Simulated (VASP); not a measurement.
MgS:

```
Mg S
1.0
     3.39088    0.00000    0.00000
    -1.69544    2.93659    0.00000
     0.00000    0.00000    3.30117
Mg S
1 1
Direct
  0.66667 0.33333 0.50000
  0.00000 0.00000 0.00000
```

| Quantity | Value |
| --- | --- |
| Program | VASP 6.6.1 |
| Task | relaxation of cell and atoms |
| Functional | PBE |
| Potentials or basis | VASP PAW PBE potentials, release 64 (Mg, S) |
| Cutoff | 600 eV |
| k mesh | 6 × 6 × 6 |
| Occupations | gaussian, width 0.1 eV |
| Spin | no spin polarisation |

At the start: pressure 10.1 GPa; volume 16.44 Å³/atom.

**Question.** How do energy, volume and symmetry change on relaxing?

**Answer.** Over 6 steps the energy falls by 86.1 meV/atom and the volume is 18.64 Å³/atom (+13.4 %); space group P-6m2 (No. 187, to 0.05 Å).

Step by step:
| step | energy change (eV) | largest force (eV/Å) | pressure (GPa) | volume (Å³) |
| --- | --- | --- | --- | --- |
| 1 | 0.0000 | 0.0000 | 10.13 | 32.87 |
| 2 | -0.1676 | 0.0000 | -1.53 | 38.03 |
| 3 | -0.1698 | 0.0000 | -0.55 | 37.42 |
| 4 | -0.1698 | 0.0000 | -0.71 | 37.52 |
| 5 | -0.1719 | 0.0000 | 0.04 | 37.22 |
| 6 | -0.1721 | 0.0000 | -0.14 | 37.29 |

Final structure:
```yaml
crystal:
  lattice:
    - [3.61043, 0.00000, 0.00000]
    - [-1.80522, 3.12673, 0.00000]
    - [0.00000, 0.00000, 3.30292]
  atoms:
    - { symbol: Mg, position: [0.66667, 0.33333, 0.50000] }
    - { symbol: S, position: [0.00000, 0.00000, 0.00000] }
```
